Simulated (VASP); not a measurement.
A run of VASP 6.6.1:

File INCAR:

```
PREC     = Accurate       # precision mode
ENCUT    = 600            # plane-wave cutoff, eV
EDIFF    = 1E-7           # SCF threshold, eV
ISMEAR   = 0              # smearing method
SIGMA    = 0.2            # smearing width, eV
LREAL    = F              # projectors in reciprocal space
LASPH    = T              # aspherical terms in the spheres
NELM     = 200            # most SCF steps
ALGO     = Normal         # electronic algorithm
ISIF     = 3              # what is computed and relaxed
LWAVE    = F              # write WAVECAR
LCHARG   = F              # write CHGCAR
GGA      = PE             # functional
IBRION   = 2              # ionic algorithm
NSW      = 36             # ionic steps
EDIFFG   = -0.08          # ionic threshold
GGA_COMPAT= F            
NELMIN   = 4            
LMAXMIX  = 6              # l up to which the mixer works
```

The input KPOINTS:

```
Automatic mesh
0
Gamma
  6 6 4
```

File POSCAR:

```
DyC3
1.0
    3.5482674400      0.0000000000      0.0000000000
    0.0000000000      3.5482674400      0.0000000000
    0.0000000000      0.0000000000      5.4356191900
Dy C
1 3
Direct
    0.0000000000      0.0000000000      0.5000000000
    0.5000000000      0.5000000000      0.7743437800
    0.5000000000      0.5000000000      0.2256562200
    0.5000000000      0.5000000000      0.5000000000
```

Potentials or basis: VASP PAW PBE potentials, release 64 (Dy_3, C), 4f in core.

Run with:

```console
$ cat potpaw_PBE.64/Dy_3/POTCAR potpaw_PBE.64/C/POTCAR > POTCAR
$ mpirun -np 1 vasp_std > vasp.out
```

Hardware: 1 thread of Intel(R) Xeon(R) 6975P-C (Granite Rapids), with other jobs on the host.

How long does it take, and how much memory?

It took 3.5 min on 1 thread of Intel(R) Xeon(R) 6975P-C (Granite Rapids), on a shared host, peak memory 0.22 GiB. Counts: scf iterations 209, k points 30, ion steps 20.
